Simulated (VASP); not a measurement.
Write the native input for VASP 6.6.1 that does the following.

```yaml
Task: single point
Functional: B3LYP
Potentials_or_basis: VASP PAW PBE potentials, release 64 (Ga_d, N)
Cutoff: 520 eV
k_mesh: 3 × 3 × 4
Occupations: fermi-dirac, width 0.05 eV
Spin: no spin polarisation
Dipole_correction: no
Grid_for_exact_exchange_PRECFOCK: Normal
Further_INCAR_settings: ALGO = Normal; EDIFF = 1e-06; NBANDS = 16
Share_of_exact_exchange: 0.2
```

The system is GaN.

```xyz
2
Lattice="6.1313 0.0000 0.0000 -3.0656 5.3098 0.0000 0.0000 0.0000 3.3803" Properties=species:S:1:pos:R:3 pbc="T T T"
Ga    0.0000    0.0000    1.6901
N     0.0000    0.0000    0.0000
```

One way to write it, as run:

POSCAR

```
GaN
1.0
    6.1312771524      0.0000000000      0.0000000000
   -3.0656385762      5.3098417716      0.0000000000
    0.0000000000      0.0000000000      3.3802882001
Ga N
1 1
Direct
    0.0000000000      0.0000000000      0.5000000000
    0.0000000000      0.0000000000      0.0000000000
```

INCAR.step1

```
SYSTEM = GaN
ALGO = Normal ; EDIFF = 1E-5
ENCUT = 520 ; GGA = PE
ISIF = 2 ; ISMEAR = -1
LASPH = .TRUE. ; LCHARG = .FALSE.
LREAL = .FALSE. ; LWAVE = .TRUE.
NBANDS = 16 ; NELM = 100
PREC = Accurate ; SIGMA = 0.05
```

INCAR.step2

```
SYSTEM = GaN
AEXX = 0.2 ; AGGAC = 0.81
AGGAX = 0.72 ; ALDAC = 0.19
ALGO = Normal ; EDIFF = 1E-6
ENCUT = 520 ; GGA = B3
ISIF = 2 ; ISMEAR = -1
ISTART = 1 ; LASPH = .TRUE.
LCHARG = .FALSE. ; LHFCALC = .TRUE.
LREAL = .FALSE. ; LWAVE = .FALSE.
NBANDS = 16 ; NELM = 100
PREC = Accurate ; PRECFOCK = Normal
SIGMA = 0.05
```

KPOINTS

```
k-points
0
G
  3 3 4
  0 0 0
```

Potentials or basis: VASP PAW PBE potentials, release 64 (Ga_d, N).

Run with:

```console
$ cat potpaw_PBE.64/Ga_d/POTCAR potpaw_PBE.64/N/POTCAR > POTCAR
$ cp INCAR.step1 INCAR
$ mpirun -np 1 vasp_std > vasp.out
$ cp INCAR.step2 INCAR
$ mpirun -np 1 vasp_std > vasp.out
```

It gave:

The pressure is 0.2 GPa. The band gap on the k mesh is 3.06 eV (least direct gap 4.93 eV).

Caveat: the k points lie up to 0.46 Å⁻¹ apart; the PAW data sets were made with another functional, which shifts forces and pressure a little; an odd mesh through Γ misses points on the zone boundary, where band edges can lie.

Run time: 4.7 min on 1 thread of Intel(R) Xeon(R) Platinum 8559C (Emerald Rapids) (shared host), peak memory 0.25 GiB.
